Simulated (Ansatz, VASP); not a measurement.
## WSe2 in VASP and in Ansatz

```xyz
3
Lattice="3.4498 0.0000 0.0000 -1.7249 2.8453 0.0000 0.0000 0.0000 32.7375" Properties=species:S:1:pos:R:3 pbc="T T T"
Se    0.0000    1.8904   14.7144
Se    0.0000    1.8904   18.0231
W     1.7249    0.9615   16.3687
```

Change from the starting cell: strain along x +0.050, atoms relaxed.

Alike in both runs: functional PBE; dispersion D3(BJ); k mesh 12 × 12 × 1; occupations gaussian, width 0.02 eV; no spin polarisation.

Ansatz relaxed the structure, and its values are those at the end. VASP's run is a single point on that final structure, the one shown.

|  | VASP | Ansatz |
| --- | --- | --- |
| version | VASP 6.6.1 | Ansatz 0.2.0 |
| potentials or method | VASP PAW PBE potentials, release 64 (Se, W_sv), cutoff 520 eV | scalar-relativistic, plane waves, PAW |
| valence electrons in the cell | 26 | 46 |

```tsv
	VASP	Ansatz	Ansatz less VASP
gap on the k mesh at the Fermi level (eV)	1.36	1.37	+0.003
least direct gap on the mesh (eV)	1.36	1.37	+0.003
rms of the force components (eV/Å)	0.020	0.001	-0.0192
```

VASP's potentials hold 26 valence electrons a cell and Ansatz's 46, so a difference there can come from the potentials and not from the codes. Ansatz's warnings: stress scf threshold loose.

Neither program's run includes spin-orbit coupling.
